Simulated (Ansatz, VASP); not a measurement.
**One calculation of Pd, two programs**

```
CELL_PARAMETERS angstrom
2.79205 0.00000 0.00000
0.00000 2.79205 0.00000
0.00000 0.00000 3.93453
ATOMIC_POSITIONS crystal
Pd 0.00000 0.00000 0.00000
Pd 0.50000 0.50000 0.50000
```

Alike in both runs: task single point; functional PBE; k mesh 6 × 6 × 4; occupations fermi-dirac, width 0.1 eV; collinear spin.

```csv
,VASP,Ansatz
version,VASP 6.6.1,Ansatz 0.2.0
potentials or method,"VASP PAW PBE potentials, release 64 (Pd), cutoff 500 eV","plane waves (420 eV) with PAW, scalar-relativistic"
valence electrons in the cell,20,36
```

```tsv
	VASP	Ansatz	Ansatz less VASP
net moment per atom (μB)	0.00	0.00	0.000
```

VASP's potentials hold 20 valence electrons a cell and Ansatz's 36, so a difference there can come from the potentials and not from the codes. Ansatz's warnings: seeded moment not kept.

The k mesh is coarse, so the values compare programs but aren't converged.
